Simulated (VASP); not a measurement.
A run of VASP 6.6.1:

Contents of INCAR:

```
PREC = Accurate
ENCUT = 520
EDIFF = 1E-7
ISMEAR = -1
SIGMA = 0.03
LREAL = F
LASPH = T
NELM = 80
ALGO = Normal
ISIF = 2
LWAVE = F
LCHARG = T
GGA = PS
LELF = T
LVHAR = T
NBANDS = 19
```

KPOINTS

```
regular mesh
0
Gamma
  6 6 6
```

Contents of POSCAR:

```
CdO2
1.0
    0.0000000000      2.6271891128      2.6271891128
    2.6271891128      0.0000000000      2.6271891128
    2.6271891128      2.6271891128      0.0000000000
Cd O
1 2
Direct
    0.0000000000      0.0000000000      0.0000000000
    0.7500000000      0.7500000000      0.7500000000
    0.2500000000      0.2500000000      0.2500000000
```

Potentials or basis: VASP PAW PBE potentials, release 64 (Cd, O).

The run is started by

```bash
$ cat potpaw_PBE.64/Cd/POTCAR potpaw_PBE.64/O/POTCAR > POTCAR
$ mpirun -np 1 vasp_std > vasp.out
```

Hardware: 1 thread of AMD EPYC 7R13 Processor (Zen 3), with other jobs on the host.

Problem. How long does it take, and how much memory?

Solution. Run time: 13 s on 1 thread of AMD EPYC 7R13 Processor (Zen 3), with other jobs on the host, peak memory 0.13 GiB. Counts: scf iterations 15, k points 16.
